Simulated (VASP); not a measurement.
# MoS2 (C2/m) in VASP: a series of runs

MoS2 is run at these levels: PBEsol+D3(BJ); tasks: single point.

All numbers are computed with VASP 6.6.1; they aren't measurements. Logs are shortened: lines on timing, memory, paths and dates and some standing lists are left out, and cuts for length are marked.

**1. The cell of the first run**

The structure is monoclinic, space group C2/m (No. 12). The conventional cell has a = 5.334 Å, b = 3.080 Å, c = 20.198 Å, α = 90.00°, β = 91.51°, γ = 90.00°. Mo (site symmetry m) has 6 S at 2.40 Å and 6 Mo at 3.08 Å within 3.2 Å. Within 3.2 Å of Mo (site symmetry 2/m) lie 6 S at 2.40 Å and 6 Mo at 3.08 Å. S (site symmetry m) has 3 Mo at 2.40 Å and 6 S at 3.08 Å within 3.2 Å. S (site symmetry m) has 3 Mo at 2.40 Å and 9 S at 3.08 to 3.13 Å within 3.2 Å. S (site symmetry m) has 3 Mo at 2.40 Å and 9 S at 3.08 to 3.13 Å within 3.2 Å.

**2. Single point, PBEsol+D3(BJ) (the part above a cut slid along it)**

File INCAR:

```
ALGO = Fast ; EDIFF = 1E-6
ENCUT = 520 ; GGA = PS
ISIF = 2 ; ISMEAR = 0
IVDW = 12 ; LASPH = True
LCHARG = False ; LREAL = False
LWAVE = False ; NBANDS = 49
NELM = 100 ; PREC = Accurate
SIGMA = 0.15
```

File KPOINTS:

```
k-points
0
Gamma
  14 14 3
```

File POSCAR:

```
MoS2
1.0
   -3.0798097231      0.0000000000      0.0000000000
   -1.5399048616     -2.6671934590      0.0000000000
   -0.4619714585     -0.2667193459     20.1911508765
Mo S
3 6
Direct
    0.6523141146      0.6523141146      0.1435255206
    0.9282257554     -0.0717742446      0.7177424464
    0.2902699350      0.2902699350      0.4306339835
    0.5869198994      0.5869198994      0.7974676732
    0.9489640790     -0.0510359210      0.5103592103
    0.3110082586      0.3110082586      0.2232507474
    0.6315757910      0.6315757910      0.3509087567
    0.9936199706     -0.0063800294      0.0638002938
    0.2695316114      0.2695316114      0.6380172196
```

Potentials or basis: VASP PAW PBE potentials, release 64 (Mo_sv, S).

Run with:

```sh
$ cat potpaw_PBE.64/Mo_sv/POTCAR potpaw_PBE.64/S/POTCAR > POTCAR
$ mpirun -np 1 vasp_std > vasp.out
```

OUTCAR:

```text
EDIFF = 1E-6
   ENCUT = 520
   GGA = PS
   ISIF = 2
   ISMEAR = 0
   IVDW = 12
   LASPH = True
   LREAL = False
   NELM = 100
   PREC = Accurate
 IVDW          = 12

 ion  position               nearest neighbor table
   1  0.652  0.652  0.144-   8 2.40   6 2.40   6 2.40   8 2.40   6 2.40   8 2.40
   2  0.928  0.928  0.718-   4 2.40   9 2.40   4 2.40   9 2.40   4 2.40   9 2.40
   3  0.290  0.290  0.431-   5 2.40   7 2.40   7 2.40   5 2.40   7 2.40   5 2.40
   4  0.587  0.587  0.797-   2 2.40   2 2.40   2 2.40
   5  0.949  0.949  0.510-   3 2.40   3 2.40   3 2.40
   6  0.311  0.311  0.223-   1 2.40   1 2.40   1 2.40
   7  0.632  0.632  0.351-   3 2.40   3 2.40   3 2.40
   8  0.994  0.994  0.064-   1 2.40   1 2.40   1 2.40
   9  0.270  0.270  0.638-   2 2.40   2 2.40   2 2.40

  LATTYP: Found a base centered monoclinic cell.
 ALAT       =     5.3343869181
 B/A-ratio  =     0.5773502692
 C/A-ratio  =     3.7864137961
 COS(beta)  =    -0.0264102144

  Lattice vectors:

 A1 = (   3.0798097231,   0.0000000000,   0.0000000000)
 A2 = (   1.5399048616,   2.6671934590,   0.0000000000)
 A3 = (  -0.4619714585,  -0.2667193459,  20.1911508765)

Analysis of symmetry for initial positions (statically):
=====================================================================
 Subroutine PRICEL returns:
 Original cell was already a primitive cell.

 Routine SETGRP: Setting up the symmetry group for a
 base centered monoclinic supercell.

 Subroutine GETGRP returns: Found  4 space group operations
 (whereof  2 operations were pure point group operations)
 out of a pool of  4 trial point group operations.

The static configuration has the point symmetry C_1h.
 The point group associated with its full space group is C_2h.

Analysis of symmetry for dynamics (positions and initial velocities):
=====================================================================
 Subroutine PRICEL returns:
 Original cell was already a primitive cell.

 Routine SETGRP: Setting up the symmetry group for a
 base centered monoclinic supercell.

 Subroutine GETGRP returns: Found  4 space group operations
 (whereof  2 operations were pure point group operations)
 out of a pool of  4 trial point group operations.

The dynamic configuration has the point symmetry C_1h.
 The point group associated with its full space group is C_2h.

 Subroutine INISYM returns: Found  4 space group operations
 (whereof  2 operations are pure point group operations),
 and found     1 'primitive' translations

----------------------------------------------------------------------------------------

                                     Primitive cell

  volume of cell :     165.8592

  direct lattice vectors                    reciprocal lattice vectors
    -3.079809723  0.000000000  0.000000000    -0.324695384  0.187462967 -0.004952665
    -1.539904862 -2.667193459  0.000000000     0.000000000 -0.374925934 -0.004952665
    -0.461971458 -0.266719346 20.191150877     0.000000000  0.000000000  0.049526647

  length of vectors
     3.079809723  3.079809723 20.198196220     0.374958645  0.374958645  0.049526647

  position of ions in fractional coordinates (direct lattice)
     0.652314115  0.652314115  0.143525521
     0.928225755  0.928225755  0.717742446
     0.290269935  0.290269935  0.430633984
     0.586919899  0.586919899  0.797467673
     0.948964079  0.948964079  0.510359210
     0.311008259  0.311008259  0.223250747
     0.631575791  0.631575791  0.350908757
     0.993619971  0.993619971  0.063800294
     0.269531611  0.269531611  0.638017220

  ion indices of the primitive-cell ions
   primitive index   ion index
                 1           1
                 2           2
                 3           3
                 4           4
                 5           5
                 6           6
                 7           7
                 8           8
                 9           9

----------------------------------------------------------------------------------------

 KPOINTS: k-points

Automatic generation of k-mesh.
 Grid dimensions read from file:
 generate k-points for:   14   14    3

 Generating k-lattice:

  Cartesian coordinates                     Fractional coordinates (reciprocal lattice)
    -0.023192527  0.013390212 -0.000353762     0.071428571  0.000000000  0.000000000
     0.000000000 -0.026780424 -0.000353762     0.000000000  0.071428571  0.000000000
     0.000000000  0.000000000  0.016508882     0.000000000  0.000000000  0.333333333

  Length of vectors
     0.026782760  0.026782760  0.016508882

  Shift w.r.t. Gamma in fractional coordinates (k-lattice)
     0.000000000  0.000000000  0.000000000

 Subroutine IBZKPT returns following result:
 ===========================================

 Found    162 irreducible k-points:

 Following reciprocal coordinates:
            Coordinates               Weight
  0.000000  0.000000  0.000000      1.000000
  0.071429  0.000000 -0.000000      4.000000
  0.142857  0.000000 -0.000000      4.000000
  0.214286 -0.000000  0.000000      4.000000
  0.285714  0.000000  0.000000      4.000000
  0.357143  0.000000  0.000000      4.000000
[... 16 lines left out ...]
  0.214286  0.142857  0.000000      4.000000
  0.285714  0.142857  0.000000      4.000000
 [... further k-points ...]
   k-points           NKPTS =    162   k-points in BZ     NKDIM =    162   number of bands    NBANDS=     49
   number of dos      NEDOS =    301   number of ions     NIONS =      9
   total plane-waves  NPLWV =  86400
   dimension x,y,z NGX =    24 NGY =   24 NGZ =  150
   dimension x,y,z NGXF=    48 NGYF=   48 NGZF=  300
   ions per type =               3   6
   NGX,Y,Z   is equivalent  to a cutoff of  12.96, 12.96, 12.35 a.u.
   NGXF,Y,Z  is equivalent  to a cutoff of  25.91, 25.91, 24.69 a.u.
 SYSTEM =  unknown system
   PREC   = accura    normal or accurate (medium, high low for compatibility)
   ISTART =      0    job   : 0-new  1-cont  2-samecut
   ICHARG =      2    charge: 1-file 2-atom 10-const
   ISPIN  =      1    spin polarized calculation?
   LNONCOLLINEAR =      F non collinear calculations
   LSORBIT =      F    spin-orbit coupling
   LASPH  =      T    aspherical Exc in radial PAW
   ENCUT  =  520.0 eV  38.22 Ry    6.18 a.u.   5.73  5.73 37.56*2*pi/ulx,y,z
   NELM   =    100;   NELMIN=  2; NELMDL= -5     # of ELM steps
   EDIFF  = 0.1E-05   stopping-criterion for ELM
   LREAL  =      F    real-space projection
   EDIFFG = 0.1E-04   stopping-criterion for IOM
   NSW    =      0    number of steps for IOM
   IBRION =     -1    ionic relax: 0-MD 1-quasi-New 2-CG
   NFREE  =      0    steps in history (QN), initial steepest desc. (CG)
   ISIF   =      2    stress and relaxation
   ISYM   =      2    0-nonsym 1-usesym 2-fastsym
   POTIM  = 0.5000    time-step for ionic-motion
   TEBEG  =    0.0;   TEEND  =   0.0 temperature during run
   PSTRESS=    0.0 pullay stress
   NELECT =      78.0000    total number of electrons
   NUPDOWN=      -1.0000    fix difference up-down
   EMIN   =  10.00;   EMAX   =-10.00  energy-range for DOS
   EFERMI =   0.00;   METHOD = LEGACY
   ISMEAR =     0;   SIGMA  =   0.15  broadening in eV -4-tet -1-fermi 0-gaus
   EFERMI_NEDOS =   21; number of points for ismear=-14 and -15
   IALGO  =     68    algorithm
   IMIX   =      4    mixing-type and parameters
     AMIX     =   0.40;   BMIX     =  1.00
     AMIX_MAG =   1.60;   BMIX_MAG =  1.00
  volume/ion in A,a.u.               =      18.43       124.36
  Fermi-wavevector in a.u.,A,eV,Ry     =   1.273092  2.405796 22.051831  1.620764
  Thomas-Fermi vector in A             =   2.405935
   LORBIT       =      0    0 simple, 1 ext, 2 COOP (PROOUT), +10 PAW based schemes
   GGA     = PS    functional components
   LHFCALC =     F    Hartree Fock is set to
   AEXX    =    0.0000 exact exchange contribution
   IVDW    =    12    specifies the selected vdW correction
   LEPSILON=     F    determine dielectric tensor
   LRPA    =     F    only Hartree local field effects (RPA)
 non-spin polarized calculation
 RMM-DIIS sequential band-by-band and
 Gauss-broadening in eV      SIGMA  =   0.15
  energy-cutoff  :      520.00
  volume of cell :      165.86
 maximum number of plane-waves:      4492
   NGX = 11   NGY = 11   NGZ = 75

 number of electron      77.9999999 magnetization

 Free energy of the ion-electron system (eV)
  ---------------------------------------------------
  ext. energy  EPLUGINS =         0.00000000
  ---------------------------------------------------
  free energy    TOTEN  =       -67.79207098 eV

  energy without entropy =      -67.77212474  energy(sigma->0) =      -67.78209786

 E-fermi :   7.1538     XC(G=0): -10.4971

 val. band max:        7.0497828351   @ k =  -0.2143  -0.3571   0.3333
 cond. band min:       7.1590081293   @ k =  -0.1429  -0.2857   0.3333
 fundamental gap:      0.1092252942
 Fermi energy:         7.1537611553

 k-point     1 :       0.0000    0.0000    0.0000
  band No.  band energies     occupation
      1     -54.3645      2.00000
      2     -54.3645      2.00000
      3     -54.3143      2.00000
      4     -28.5384      2.00000
      5     -28.5384      2.00000
      6     -28.4956      2.00000
[... 41 lines left out ...]
     48      10.6196      0.00000
     49      10.6863      0.00000

 k-point     2 :       0.0714    0.0000   -0.0000
  band No.  band energies     occupation
      1     -54.3616      2.00000
      2     -54.3616      2.00000
      3     -54.3115      2.00000
      4     -28.5332      2.00000
      5     -28.5332      2.00000
      6     -28.4904      2.00000
[... 41 lines left out ...]
     48      10.4578      0.00000
     49      10.5285      0.00000

 k-point     3 :       0.1429    0.0000   -0.0000
  band No.  band energies     occupation
      1     -54.3536      2.00000
      2     -54.3536      2.00000
      3     -54.3035      2.00000
      4     -28.5186      2.00000
      5     -28.5186      2.00000
      6     -28.4757      2.00000
[... 41 lines left out ...]
     48      10.0881      0.00000
     49      10.3445      0.00000

 k-point     4 :       0.2143   -0.0000    0.0000
  band No.  band energies     occupation
      1     -54.3420      2.00000
      2     -54.3420      2.00000
      3     -54.2918      2.00000
      4     -28.5074      2.00000
      5     -28.5074      2.00000
      6     -28.4957      2.00000
[... 977 lines left out ...]
     48      10.2024      0.00000
     49      10.5459      0.00000

 k-point    23 :       0.2143    0.1429    0.0000
  band No.  band energies     occupation
      1     -54.3464      2.00000
      2     -54.3464      2.00000
      3     -54.2962      2.00000
      4     -28.5054      2.00000
      5     -28.5054      2.00000
      6     -28.4630      2.00000
[... 41 lines left out ...]
     48      10.0908      0.00000
     49      10.3447      0.00000

 k-point    24 :       0.2857    0.1429    0.0000
  band No.  band energies     occupation
      1     -54.3359      2.00000
      2     -54.3359      2.00000
      3     -54.2857      2.00000
      4     -28.5459      2.00000
      5     -28.5459      2.00000
      6     -28.4940      2.00000
[... 41 lines left out ...]
     48      10.0869      0.00000
     49      10.4731      0.00000

 [... further k-points ...]

------------------------ aborting loop because EDIFF is reached ----------------------------------------

 Edisp (eV)   -3.33246

 E8    (eV) :    -2.1004

  FORCE on cell =-STRESS in cart. coord.  units (eV):
  Direction    XX          YY          ZZ          XY          YZ          ZX
  --------------------------------------------------------------------------------------
  -------------------------------------------------------------------------------------
  Total       0.09415     0.09418     0.00015    -0.00003     0.00004     0.00007
  in kB       0.90945     0.90975     0.00140    -0.00026     0.00040     0.00070
  external pressure =        0.61 kB  Pullay stress =        0.00 kB

 VOLUME and BASIS-vectors are now :
 -----------------------------------------------------------------------------
  energy-cutoff  :      520.00
  volume of cell :      165.86
      direct lattice vectors                 reciprocal lattice vectors
    -3.079809723  0.000000000  0.000000000    -0.324695384  0.187462967 -0.004952665
    -1.539904862 -2.667193459  0.000000000     0.000000000 -0.374925934 -0.004952665
    -0.461971458 -0.266719346 20.191150877     0.000000000  0.000000000  0.049526647

 POSITION                                       TOTAL-FORCE (eV/Angst)
 -----------------------------------------------------------------------------------
     -3.07981     -1.77813      2.89795         0.000032      0.000019     -0.050013
     -4.61971     -2.66719     14.49205        -0.000032     -0.000019      0.050013
     -1.53990     -0.88906      8.69500        -0.000000      0.000000      0.000000
     -3.07981     -1.77813     16.10179        -0.000034     -0.000019      0.096493
     -4.61971     -2.66719     10.30474         0.000014      0.000008      0.019489
     -1.53990     -0.88906      4.50769         0.000028      0.000016      0.086000
     -3.07981     -1.77813      7.08525        -0.000014     -0.000008     -0.019489
     -4.61971     -2.66719      1.28820         0.000034      0.000019     -0.096493
     -1.53990     -0.88906     12.88230        -0.000028     -0.000016     -0.086000
 -----------------------------------------------------------------------------------
    total drift:                               -0.000010     -0.000006      0.000096

  FREE ENERGIE OF THE ION-ELECTRON SYSTEM (eV)
  ---------------------------------------------------
  free  energy   TOTEN  =       -71.1245303720 eV

  energy  without entropy=      -71.1045841399  energy(sigma->0) =      -71.11455726
```

It took 58 min on 1 thread of Oxide Virtual Turin-like, shared host; peak memory 0.93 GiB.

What came out:

* Free energy: -71.1245 eV
* Pressure: 0.1 GPa
* Largest force: 0.096 eV/Å
* Band gap on the k mesh: zero (bands 39 and 40 overlap by 0.44 eV)
* Dispersion energy per atom: -0.370 eV

Forces on the atoms (eV/Å):
```
Mo   0.000  0.000 -0.050
Mo   0.000  0.000  0.050
Mo   0.000  0.000  0.000
S    0.000  0.000  0.096
S    0.000  0.000  0.019
S    0.000  0.000  0.086
S    0.000  0.000 -0.019
S    0.000  0.000 -0.096
S    0.000  0.000 -0.086
```

Stress tensor (GPa, compression positive):
```
0.09 0.00 0.00
0.00 0.09 0.00
0.00 0.00 0.00
```

Levels at points of the mesh, in eV from the Fermi level:
```
           k point  band 37  band 38  band 39  band 40  band 41  band 42
(0.00, 0.00, 0.00)    -0.70    -0.53    -0.12     0.07     0.07     0.18
(0.50, 0.00, 0.00)    -1.57    -1.36    -1.15     1.62     1.62     1.67
(0.50, 0.50, 0.00)    -1.57    -1.36    -1.15     1.62     1.62     1.67
```

Caveat: the cell differs from its parent crystal (the part above a cut slid along it); the PAW data sets were made with another functional, which shifts forces and pressure a little.

(Part 1 of 2 ends here.)

The gap in the log of VASP goes by the Fermi energy; the results here count the filled bands.